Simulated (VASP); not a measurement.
# MnO2 (P6_3/mmc) in VASP: further runs

MnO2 is run at these levels: PBEsol+U; tasks: single point.

All numbers are computed with VASP 6.6.1; they aren't measurements. Logs are shortened: lines on timing, memory, paths and dates and some standing lists are left out, and cuts for length are marked.

## Step 1: The cell of the first run

The structure is hexagonal, space group P6_3/mmc (No. 194). Conventional cell: a = 2.868 Å, b = 2.868 Å, c = 11.140 Å, α = 90.00°, β = 90.00°, γ = 120.00°. Within 2.5 Å of Mn (site symmetry -3m) lie 6 O at 1.91 Å. O (site symmetry 3m) has 3 Mn at 1.91 Å and 3 O at 2.52 Å within 2.6 Å.

## Step 2: Single point, PBEsol+U, collinear spin, ferromagnetic start

Contents of INCAR:

```
ALGO = Normal ; EDIFF = 1E-6
ENCUT = 520 ; GGA = PS
ISIF = 2 ; ISMEAR = -1
ISPIN = 2 ; LASPH = T
LCHARG = F ; LDAU = T
LDAUJ = 0 0 ; LDAUL = 2 -1
LDAUPRINT = 1 ; LDAUTYPE = 2
LDAUU = 3 0 ; LMAXMIX = 4
LORBIT = 11 ; LREAL = F
LWAVE = F ; MAGMOM = 4 4 0 0 0 0
NBANDS = 38 ; NELM = 150
PREC = Accurate ; SIGMA = 0.05
```

Contents of KPOINTS:

```
k-points
0
Gamma
  11 11 3
```

Contents of POSCAR:

```
MnO2
1.0
    2.8677200320      0.0000000000      0.0000000000
   -1.4338600160      2.4835183987      0.0000000000
    0.0000000000      0.0000000000     11.1400135841
Mn O
2 4
Direct
    0.0000000000      0.0000000000      0.5000000000
    0.0000000000      0.0000000000      0.0000000000
    0.6666666667      0.3333333333      0.4150138243
    0.6666666667      0.3333333333      0.0849861757
    0.3333333333      0.6666666667      0.5849861757
    0.3333333333      0.6666666667      0.9150138243
```

Potentials or basis: VASP PAW PBE potentials, release 64 (Mn_pv, O).

Started as:

```bash
cat potpaw_PBE.64/Mn_pv/POTCAR potpaw_PBE.64/O/POTCAR > POTCAR
mpirun -np 1 vasp_std > vasp.out
```

OUTCAR:

```text
EDIFF = 1E-6
   ENCUT = 520
   GGA = PS
   ISIF = 2
   ISMEAR = -1
   ISPIN = 2
   LASPH = T
   LORBIT = 11
   LREAL = F
   NELM = 150
   PREC = Accurate

 ion  position               nearest neighbor table
   1  0.000  0.000  0.500-   3 1.91   5 1.91   3 1.91   5 1.91   3 1.91   5 1.91
   2  0.000  0.000  0.000-   4 1.91   6 1.91   4 1.91   6 1.91   4 1.91   6 1.91
   3  0.667  0.333  0.415-   1 1.91   1 1.91   1 1.91
   4  0.667  0.333  0.085-   2 1.91   2 1.91   2 1.91
   5  0.333  0.667  0.585-   1 1.91   1 1.91   1 1.91
   6  0.333  0.667  0.915-   2 1.91   2 1.91   2 1.91

  LATTYP: Found a hexagonal cell.
 ALAT       =     2.8677200320
 C/A-ratio  =     3.8846238335

  Lattice vectors:

 A1 = (   2.8677200320,   0.0000000000,   0.0000000000)
 A2 = (  -1.4338600160,   2.4835183987,   0.0000000000)
 A3 = (   0.0000000000,   0.0000000000,  11.1400135841)

Analysis of symmetry for initial positions (statically):
=====================================================================
 Subroutine PRICEL returns:
 Original cell was already a primitive cell.

 Routine SETGRP: Setting up the symmetry group for a
 hexagonal supercell.

 Subroutine GETGRP returns: Found 24 space group operations
 (whereof 12 operations were pure point group operations)
 out of a pool of 24 trial point group operations.

The static configuration has the point symmetry D_3d.
 The point group associated with its full space group is D_6h.

Analysis of symmetry for dynamics (positions and initial velocities):
=====================================================================
 Subroutine PRICEL returns:
 Original cell was already a primitive cell.

 Routine SETGRP: Setting up the symmetry group for a
 hexagonal supercell.

 Subroutine GETGRP returns: Found 24 space group operations
 (whereof 12 operations were pure point group operations)
 out of a pool of 24 trial point group operations.

The dynamic configuration has the point symmetry D_3d.
 The point group associated with its full space group is D_6h.

Analysis of structural, dynamic, and magnetic symmetry:
=====================================================================
 Subroutine PRICEL returns:
 Original cell was already a primitive cell.

 Routine SETGRP: Setting up the symmetry group for a
 hexagonal supercell.

 Subroutine GETGRP returns: Found 24 space group operations
 (whereof 12 operations were pure point group operations)
 out of a pool of 24 trial point group operations.

The overall configuration has the point symmetry D_3d.
 The point group associated with its full space group is D_6h.

 Subroutine INISYM returns: Found 24 space group operations
 (whereof 12 operations are pure point group operations),
 and found     1 'primitive' translations

----------------------------------------------------------------------------------------

                                     Primitive cell

  volume of cell :      79.3396

  direct lattice vectors                    reciprocal lattice vectors
     2.867720032  0.000000000  0.000000000     0.348709075  0.201327278  0.000000000
    -1.433860016  2.483518399  0.000000000     0.000000000  0.402654557  0.000000000
     0.000000000  0.000000000 11.140013584     0.000000000  0.000000000  0.089766497

  length of vectors
     2.867720032  2.867720032 11.140013584     0.402654557  0.402654557  0.089766497

  position of ions in fractional coordinates (direct lattice)
[... 153 lines left out ...]
  o =  0.0942  v =  0.0000  0.0000  0.0000  0.0000  0.0000  0.0000  0.6788  0.0000  0.0000  0.7343      0.0000  0.0000  0.0000  0.0000  0.0000  0.0000  0.0000  0.0000  0.0000  0.0000
  o =  0.3367  v =  0.0000  0.0000  0.0000  0.0000  0.0000  0.6788 -0.0000  0.0000 -0.7343  0.0000      0.0000  0.0000  0.0000  0.0000  0.0000  0.0000  0.0000  0.0000  0.0000  0.0000
  o =  0.3367  v =  0.0000  0.0000  0.0000  0.0000  0.0000  0.0000  0.7343 -0.0000 -0.0000 -0.6788      0.0000  0.0000  0.0000  0.0000  0.0000  0.0000  0.0000  0.0000  0.0000  0.0000
  o =  0.5431  v =  0.6469  0.0000  0.0000 -0.7626  0.0000  0.0000  0.0000  0.0000  0.0000  0.0000      0.0000  0.0000  0.0000  0.0000  0.0000  0.0000  0.0000  0.0000  0.0000  0.0000
  o =  0.5431  v =  0.0000 -0.7626 -0.0000  0.0000  0.6469  0.0000  0.0000  0.0000  0.0000  0.0000      0.0000  0.0000  0.0000  0.0000  0.0000  0.0000  0.0000  0.0000  0.0000  0.0000
  o =  0.9595  v =  0.0000  0.0000 -1.0000 -0.0000  0.0000  0.0000  0.0000  0.0000  0.0000  0.0000      0.0000  0.0000  0.0000  0.0000  0.0000  0.0000  0.0000  0.0000  0.0000  0.0000
  o =  0.9607  v = -0.7626  0.0000  0.0000 -0.6469  0.0000  0.0000  0.0000  0.0000  0.0000  0.0000      0.0000  0.0000  0.0000  0.0000  0.0000  0.0000  0.0000  0.0000  0.0000  0.0000
  o =  0.9607  v =  0.0000  0.6469  0.0000  0.0000  0.7626  0.0000  0.0000  0.0000  0.0000  0.0000      0.0000  0.0000  0.0000  0.0000  0.0000  0.0000  0.0000  0.0000  0.0000  0.0000

atom =   2  type =  1  l = 2

 onsite density matrix

spin component  1

  0.7859  0.0000 -0.0000 -0.2060 -0.0000
  0.0000  0.7179 -0.0000 -0.0000 -0.2060
 -0.0000 -0.0000  0.9595  0.0000  0.0000
 -0.2060 -0.0000  0.0000  0.7179  0.0000
 -0.0000 -0.2060  0.0000  0.0000  0.7859

spin component  2

  0.2059  0.0000  0.0000  0.1209  0.0000
  0.0000  0.2249  0.0000 -0.0000  0.1209
  0.0000  0.0000  0.0908 -0.0000  0.0000
  0.1209 -0.0000 -0.0000  0.2249 -0.0000
  0.0000  0.1209  0.0000 -0.0000  0.2059

 occupancies and eigenvectors

  o =  0.0908  v =  0.0000  0.0000  0.0000  0.0000  0.0000 -0.0000  0.0000  1.0000  0.0000 -0.0000      0.0000  0.0000  0.0000  0.0000  0.0000  0.0000  0.0000  0.0000  0.0000  0.0000
  o =  0.0942  v =  0.0000  0.0000  0.0000  0.0000  0.0000 -0.7343 -0.0000 -0.0000  0.6788  0.0000      0.0000  0.0000  0.0000  0.0000  0.0000  0.0000  0.0000  0.0000  0.0000  0.0000
  o =  0.0942  v =  0.0000  0.0000  0.0000  0.0000  0.0000  0.0000 -0.6788  0.0000 -0.0000  0.7343      0.0000  0.0000  0.0000  0.0000  0.0000  0.0000  0.0000  0.0000  0.0000  0.0000
  o =  0.3367  v =  0.0000  0.0000  0.0000  0.0000  0.0000 -0.6788 -0.0000 -0.0000 -0.7343 -0.0000      0.0000  0.0000  0.0000  0.0000  0.0000  0.0000  0.0000  0.0000  0.0000  0.0000
  o =  0.3367  v =  0.0000  0.0000  0.0000  0.0000  0.0000  0.0000 -0.7343 -0.0000  0.0000 -0.6788      0.0000  0.0000  0.0000  0.0000  0.0000  0.0000  0.0000  0.0000  0.0000  0.0000
  o =  0.5431  v = -0.6469  0.0000 -0.0000 -0.7626  0.0000  0.0000  0.0000  0.0000  0.0000  0.0000      0.0000  0.0000  0.0000  0.0000  0.0000  0.0000  0.0000  0.0000  0.0000  0.0000
  o =  0.5431  v =  0.0000  0.7626 -0.0000  0.0000  0.6469  0.0000  0.0000  0.0000  0.0000  0.0000      0.0000  0.0000  0.0000  0.0000  0.0000  0.0000  0.0000  0.0000  0.0000  0.0000
  o =  0.9595  v = -0.0000 -0.0000 -1.0000  0.0000  0.0000  0.0000  0.0000  0.0000  0.0000  0.0000      0.0000  0.0000  0.0000  0.0000  0.0000  0.0000  0.0000  0.0000  0.0000  0.0000
  o =  0.9607  v =  0.7626  0.0000 -0.0000 -0.6469 -0.0000  0.0000  0.0000  0.0000  0.0000  0.0000      0.0000  0.0000  0.0000  0.0000  0.0000  0.0000  0.0000  0.0000  0.0000  0.0000
  o =  0.9607  v = -0.0000  0.6469 -0.0000  0.0000 -0.7626  0.0000  0.0000  0.0000  0.0000  0.0000      0.0000  0.0000  0.0000  0.0000  0.0000  0.0000  0.0000  0.0000  0.0000  0.0000

 number of electron      50.0000011 magnetization       5.9997972

 Free energy of the ion-electron system (eV)
  ---------------------------------------------------
  ext. energy  EPLUGINS =         0.00000000
  ---------------------------------------------------
  free energy    TOTEN  =       -45.99211881 eV

  energy without entropy =      -45.99211881  energy(sigma->0) =      -45.99211881

 E-fermi :   1.5927     XC(G=0):  -9.4946

 val. band max:        0.4692513850   @ k =   0.1818   0.1818   0.0000
 cond. band min:       2.6249991676   @ k =   0.2727   0.0000   0.0000
 fundamental gap:      2.1557477826
 Fermi energy:         1.5927225270

 spin component 1

 k-point     1 :       0.0000    0.0000    0.0000
  band No.  band energies     occupation
      1     -49.2137      1.00000
      2     -49.2137      1.00000
      3     -49.2137      1.00000
      4     -49.2137      1.00000
      5     -49.2071      1.00000
      6     -49.2071      1.00000
[... 1913 lines left out ...]
     36      13.2641      0.00000
     37      14.9259      0.00000

 [... further k-points ...]

 [bands above 37 left out]

------------------------ aborting loop because EDIFF is reached ----------------------------------------

  FORCE on cell =-STRESS in cart. coord.  units (eV):
  Direction    XX          YY          ZZ          XY          YZ          ZX
  --------------------------------------------------------------------------------------
  -------------------------------------------------------------------------------------
  Total        0.3347316      0.3347316      0.3166451      0.0000000     -0.0000000      0.0000000
  in kB        6.7595453      6.7595453      6.3943079      0.0000000     -0.0000000      0.0000000
  external PRESSURE =       6.6377995 kB  Pullay stress =       0.0000000 kB

 VOLUME and BASIS-vectors are now :
 -----------------------------------------------------------------------------
  energy-cutoff  :      520.00
  volume of cell :       79.34
      direct lattice vectors                 reciprocal lattice vectors
     2.867720032  0.000000000  0.000000000     0.348709075  0.201327278  0.000000000
    -1.433860016  2.483518399  0.000000000     0.000000000  0.402654557  0.000000000
     0.000000000  0.000000000 11.140013584     0.000000000  0.000000000  0.089766497

 POSITION                                       TOTAL-FORCE (eV/Angst)
 -----------------------------------------------------------------------------------
      0.00000      0.00000      5.57001         0.000000      0.000000     -0.000000
      0.00000      0.00000      0.00000         0.000000      0.000000     -0.000000
      1.43386      0.82784      4.62326         0.000000      0.000000     -0.099038
      1.43386      0.82784      0.94675        -0.000000      0.000000      0.099038
     -0.00000      1.65568      6.51675        -0.000000      0.000000      0.099038
     -0.00000      1.65568     10.19327        -0.000000     -0.000000     -0.099038
 -----------------------------------------------------------------------------------
    total drift:                                0.000000     -0.000000     -0.000000

  FREE ENERGIE OF THE ION-ELECTRON SYSTEM (eV)
  ---------------------------------------------------
  free  energy   TOTEN  =       -45.9921188060 eV

  energy  without entropy=      -45.9921188059  energy(sigma->0) =      -45.99211881

 total charge

# of ion       s       p       d       tot
------------------------------------------
    1        0.364   6.480   4.886  11.730
    2        0.364   6.480   4.886  11.730
    3        1.577   3.407   0.000   4.984
    4        1.577   3.407   0.000   4.984
    5        1.577   3.407   0.000   4.984
    6        1.577   3.407   0.000   4.984
--------------------------------------------------
tot          7.035  26.588   9.772  43.395

 magnetization (x)

# of ion       s       p       d       tot
------------------------------------------
    1        0.031   0.042   3.012   3.085
    2        0.031   0.042   3.012   3.085
    3        0.002  -0.064   0.000  -0.062
    4        0.002  -0.064   0.000  -0.062
    5        0.002  -0.064   0.000  -0.062
    6        0.002  -0.064   0.000  -0.062
--------------------------------------------------
tot          0.070  -0.173   6.024   5.921
```

Run time: 4.6 min. Hardware: 1 thread of Oxide Virtual Turin-like, shared host; peak memory 0.28 GiB.

Results:

```
Free energy                                           : -45.9921 eV
Pressure                                              : 0.7 GPa
Largest force                                         : 0.099 eV/Å
Band gap on the k mesh                                : 2.16 eV (least direct gap 2.28 eV)
Net moment                                            : 6.00 μB per cell
Site moments                                          : Mn +3.08; O -0.06 μB
Valence electrons inside the program's atomic spheres : Mn 11.73; O 4.98
```

Forces in eV/Å, atoms in the order of the input:
```
Mn   0.000  0.000  0.000
Mn   0.000  0.000  0.000
O    0.000  0.000 -0.099
O    0.000  0.000  0.099
O    0.000  0.000  0.099
O    0.000  0.000 -0.099
```

Eigenvalues of the final occupation matrices:
```tsv
site	spin	trace	eigenvalues
site 1 d	1	3.97	0.54 0.54 0.96 0.96 0.96
site 1 d	2	0.95	0.09 0.09 0.09 0.34 0.34
site 2 d	1	3.97	0.54 0.54 0.96 0.96 0.96
site 2 d	2	0.95	0.09 0.09 0.09 0.34 0.34
```

Caveat: the PAW data sets were made with another functional, which shifts forces and pressure a little; the run started ferromagnetic, and an antiferromagnetic order may lie lower in energy.

## Step 3: Single point, PBEsol+U, collinear spin, ferromagnetic start

This run uses another cell than the first one, of 13.37 Å³/atom.

Contents of INCAR:

```
SYSTEM = MnO2
PREC = Accurate ; ENCUT = 520
EDIFF = 1E-6 ; ISMEAR = -1
SIGMA = 0.05 ; LREAL = .FALSE.
LASPH = .TRUE. ; NELM = 150
ALGO = Normal ; ISIF = 2
LWAVE = .FALSE. ; LCHARG = .FALSE.
ISPIN = 2 ; MAGMOM = 4 4 0 0 0 0
LORBIT = 11 ; LMAXMIX = 4
LDAU = .TRUE. ; LDAUTYPE = 2
LDAUL = 2 -1 ; LDAUU = 4 0
LDAUJ = 0 0 ; LDAUPRINT = 1
GGA = PS ; NBANDS = 38
```

Contents of KPOINTS:

```
regular mesh
0
G
  11 11 3
  0 0 0
```

Contents of POSCAR:

```
MnO2
1.0
    2.8808001894      0.0000000000      0.0000000000
   -1.4404000947      2.4948461473      0.0000000000
    0.0000000000      0.0000000000     11.1642816610
Mn O
2 4
Direct
    0.0000000000      0.0000000000      0.5000000000
    0.0000000000      0.0000000000      0.0000000000
    0.6666666667      0.3333333333      0.4152651185
    0.6666666667      0.3333333333      0.0847348815
    0.3333333333      0.6666666667      0.5847348815
    0.3333333333      0.6666666667      0.9152651185
```

Potentials or basis: VASP PAW PBE potentials, release 64 (Mn_pv, O).

Started as:

```bash
cat potpaw_PBE.64/Mn_pv/POTCAR potpaw_PBE.64/O/POTCAR > POTCAR
mpirun -np 1 vasp_std > vasp.out
```

OUTCAR:

```text
SYSTEM = MnO2
   PREC = Accurate
   ENCUT = 520
   EDIFF = 1E-6
   ISMEAR = -1
   LREAL = .FALSE.
   LASPH = .TRUE.
   NELM = 150
   ISIF = 2
   ISPIN = 2
   LORBIT = 11
   GGA = PS

 ion  position               nearest neighbor table
   1  0.000  0.000  0.500-   3 1.91   5 1.91   3 1.91   5 1.91   3 1.91   5 1.91
   2  0.000  0.000  0.000-   4 1.91   6 1.91   4 1.91   6 1.91   4 1.91   6 1.91
   3  0.667  0.333  0.415-   1 1.91   1 1.91   1 1.91
   4  0.667  0.333  0.085-   2 1.91   2 1.91   2 1.91
   5  0.333  0.667  0.585-   1 1.91   1 1.91   1 1.91
   6  0.333  0.667  0.915-   2 1.91   2 1.91   2 1.91

  LATTYP: Found a hexagonal cell.
 ALAT       =     2.8808001894
 C/A-ratio  =     3.8754099302
[... 2234 lines left out ...]
      0.00000      0.00000      5.58214        -0.000000     -0.000000     -0.000000
      0.00000      0.00000      0.00000        -0.000000     -0.000000     -0.000000
      1.44040      0.83162      4.63614        -0.000000     -0.000000     -0.090122
      1.44040      0.83162      0.94600         0.000000     -0.000000      0.090122
     -0.00000      1.66323      6.52814         0.000000      0.000000      0.090122
     -0.00000      1.66323     10.21828         0.000000      0.000000     -0.090122
 -----------------------------------------------------------------------------------
    total drift:                               -0.000000      0.000000      0.000000

  FREE ENERGIE OF THE ION-ELECTRON SYSTEM (eV)
  ---------------------------------------------------
  free  energy   TOTEN  =       -44.7085947894 eV

  energy  without entropy=      -44.7085947891  energy(sigma->0) =      -44.70859479

 total charge

# of ion       s       p       d       tot
------------------------------------------
    1        0.361   6.474   4.864  11.700
    2        0.361   6.474   4.864  11.700
    3        1.577   3.405   0.000   4.982
    4        1.577   3.405   0.000   4.982
    5        1.577   3.405   0.000   4.982
    6        1.577   3.405   0.000   4.982
--------------------------------------------------
tot          7.031  26.567   9.729  43.326

 magnetization (x)

# of ion       s       p       d       tot
------------------------------------------
    1        0.031   0.043   3.117   3.191
    2        0.031   0.043   3.117   3.191
    3        0.002  -0.109   0.000  -0.107
    4        0.002  -0.109   0.000  -0.107
    5        0.002  -0.109   0.000  -0.107
    6        0.002  -0.109   0.000  -0.107
--------------------------------------------------
tot          0.069  -0.350   6.234   5.953
```

OSZICAR:

```text
N       E                     dE             d eps       ncg     rms          rms(c)
DAV:   1     0.613988236672E+03    0.61399E+03   -0.27891E+04  5000   0.147E+03
DAV:   2     0.282395306715E+01   -0.61116E+03   -0.56184E+03  5298   0.439E+02
DAV:   3    -0.558375606548E+02   -0.58662E+02   -0.57727E+02  5470   0.148E+02
DAV:   4    -0.569536655812E+02   -0.11161E+01   -0.11144E+01  5352   0.219E+01
DAV:   5    -0.569665658046E+02   -0.12900E-01   -0.12900E-01  5352   0.246E+00    0.429E+01
DAV:   6    -0.487420757399E+02    0.82245E+01   -0.70711E+01  5834   0.938E+01    0.394E+01
DAV:   7    -0.449425318603E+02    0.37995E+01   -0.32739E+01  5308   0.720E+01    0.181E+01
DAV:   8    -0.440736157910E+02    0.86892E+00   -0.36789E+00  5212   0.158E+01    0.769E+00
DAV:   9    -0.444534347693E+02   -0.37982E+00   -0.87782E-01  5890   0.123E+01    0.455E+00
DAV:  10    -0.447084949356E+02   -0.25506E+00   -0.67910E-01  5146   0.718E+00    0.151E+00
DAV:  11    -0.447061219683E+02    0.23730E-02   -0.52655E-02  5330   0.162E+00    0.523E-01
DAV:  12    -0.447083862951E+02   -0.22643E-02   -0.61691E-03  5300   0.578E-01    0.392E-01
DAV:  13    -0.447084799819E+02   -0.93687E-04   -0.98040E-04  5450   0.350E-01    0.109E-01
DAV:  14    -0.447085645150E+02   -0.84533E-04   -0.17973E-04  5068   0.135E-01    0.441E-02
DAV:  15    -0.447085885851E+02   -0.24070E-04   -0.59705E-05  5248   0.507E-02    0.272E-02
DAV:  16    -0.447085941811E+02   -0.55960E-05   -0.50553E-06  4902   0.237E-02    0.707E-03
DAV:  17    -0.447085947894E+02   -0.60823E-06   -0.17902E-06  3474   0.120E-02
   1 F= -.44708595E+02 E0= -.44708595E+02  d E =-.306808E-09  mag=     5.9999
```

stdout:

```text
POSCAR found type information on POSCAR MnO
 POSCAR found :  2 types and       6 ions
 scaLAPACK will be used
 -----------------------------------------------------------------------------
|                                                                             |
|                                                                             |
|     You enforced a specific xc type in the INCAR file but a different       |
|     I HOPE YOU KNOW WHAT YOU ARE DOING!                                     |
|                                                                             |
 -----------------------------------------------------------------------------

 LDA part: xc-table for (Slater+PW92), standard interpolation
 POSCAR, INCAR and KPOINTS ok, starting setup
 FFT: planning ... GRIDC
 FFT: planning ... GRID_SOFT
 FFT: planning ... GRID
 WAVECAR not read
 entering main loop
```

Wall time 5.8 min (1 thread of Oxide Virtual Turin-like, shared host); peak memory 0.28 GiB.

Results:

- Free energy: -44.7086 eV
- Pressure: 0.4 GPa
- Largest force: 0.090 eV/Å
- Band gap on the k mesh: 2.01 eV (least direct gap 2.10 eV)
- Net moment: 6.00 μB per cell
- Site moments: Mn +3.19; O -0.11 μB
- Valence electrons inside the program's atomic spheres: Mn 11.70; O 4.98

Forces in eV/Å, atoms in the order of the input:
```
Mn   0.000  0.000  0.000
Mn   0.000  0.000  0.000
O    0.000  0.000 -0.090
O    0.000  0.000  0.090
O    0.000  0.000  0.090
O    0.000  0.000 -0.090
```

Stress tensor (GPa, compression positive):
```
0.37 0.00 0.00
0.00 0.37 0.00
0.00 0.00 0.57
```

Eigenvalues of the final occupation matrices:
| site | spin | trace | eigenvalues |
| --- | --- | --- | --- |
| site 1 d | 1 | 4.01 | 0.56 0.56 0.96 0.96 0.96 |
| site 1 d | 2 | 0.89 | 0.08 0.08 0.08 0.32 0.32 |
| site 2 d | 1 | 4.01 | 0.56 0.56 0.96 0.96 0.96 |
| site 2 d | 2 | 0.89 | 0.08 0.08 0.08 0.32 0.32 |

Caveat: the PAW data sets were made with another functional, which shifts forces and pressure a little; the run started ferromagnetic, and an antiferromagnetic order may lie lower in energy. The state reached can hang on the start; a lower one may exist.
